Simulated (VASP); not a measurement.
Write the native input for VASP 6.6.1 that does the following.

- Task: single point
- Functional: r2SCAN
- Potentials or basis: VASP PAW PBE potentials, release 64 (Si, O)
- Cutoff: 520 eV
- k mesh: 6 × 6 × 4
- Occupations: gaussian, width 0.02 eV
- Spin: no spin polarisation
- Dipole correction: no
- Further INCAR settings: ALGO = Normal; EDIFF = 1e-06; NBANDS = 34

SiO2:

```
CELL_PARAMETERS angstrom
5.00528 0.00000 0.00000
-2.50264 4.33470 0.00000
0.00000 0.00000 5.51115
ATOMIC_POSITIONS crystal
Si 0.00000 0.50000 0.33333
Si 0.50000 0.50000 0.66667
Si 0.50000 0.00000 0.00000
O 0.58806 0.79403 0.83333
O 0.79403 0.58806 0.50000
O 0.79403 0.20597 0.16667
O 0.41194 0.20597 0.83333
O 0.20597 0.41194 0.50000
O 0.20597 0.79403 0.16667
```

One way to write it, as run:

POSCAR

```
SiO2
1.0
    5.0052801528      0.0000000000      0.0000000000
   -2.5026400764      4.3346997653      0.0000000000
    0.0000000000      0.0000000000      5.5111483024
Si O
3 6
Direct
    0.0000000000      0.5000000000      0.3333333333
    0.5000000000      0.5000000000      0.6666666667
    0.5000000000      0.0000000000      0.0000000000
    0.5880607321      0.7940303661      0.8333333333
    0.7940303661      0.5880607321      0.5000000000
    0.7940303661      0.2059696339      0.1666666667
    0.4119392679      0.2059696339      0.8333333333
    0.2059696339      0.4119392679      0.5000000000
    0.2059696339      0.7940303661      0.1666666667
```

INCAR.step1

```
PREC     = Accurate       # precision mode
ENCUT    = 520            # plane-wave cutoff, eV
ISMEAR   = 0              # smearing method
SIGMA    = 0.02           # smearing width, eV
LREAL    = False          # projectors in reciprocal space
LASPH    = True           # aspherical terms in the spheres
NELM     = 80             # most SCF steps
NBANDS   = 34             # bands
GGA      = PE             # functional
ALGO     = Normal         # electronic algorithm
EDIFF    = 1E-4           # SCF threshold, eV
LWAVE    = True           # write WAVECAR
LCHARG   = False          # write CHGCAR
```

INCAR.step2

```
PREC     = Accurate       # precision mode
ENCUT    = 520            # plane-wave cutoff, eV
EDIFF    = 1E-6           # SCF threshold, eV
ISMEAR   = 0              # smearing method
SIGMA    = 0.02           # smearing width, eV
LREAL    = False          # projectors in reciprocal space
LASPH    = True           # aspherical terms in the spheres
NELM     = 80             # most SCF steps
ALGO     = Normal         # electronic algorithm
ISIF     = 2              # what is computed and relaxed
LWAVE    = False          # write WAVECAR
LCHARG   = True           # write CHGCAR
METAGGA  = R2SCAN         # meta-GGA
LMIXTAU  = True         
LELF     = True           # ELF
LVHAR    = True         
NBANDS   = 34             # bands
ISTART   = 1
```

KPOINTS

```
Automatic mesh
0
Gamma
  6 6 4
```

Potentials or basis: VASP PAW PBE potentials, release 64 (Si, O).

Command:

```bash
$ cat potpaw_PBE.64/Si/POTCAR potpaw_PBE.64/O/POTCAR > POTCAR
$ cp INCAR.step1 INCAR
$ mpirun -np 1 vasp_std > vasp.out
$ cp INCAR.step2 INCAR
$ mpirun -np 1 vasp_std > vasp.out
```

Results of the run:

- Pressure: 4.2 GPa
- Largest force: 0.012 eV/Å
- Band gap on the k mesh: 6.39 eV (least direct gap 6.55 eV)

Caveat: the cell stands under pressure; the PAW data sets were made with another functional, which shifts forces and pressure a little.

It took 2.1 min on 1 thread of Intel(R) Xeon(R) 6975P-C (Granite Rapids) (shared host), peak memory 0.29 GiB.
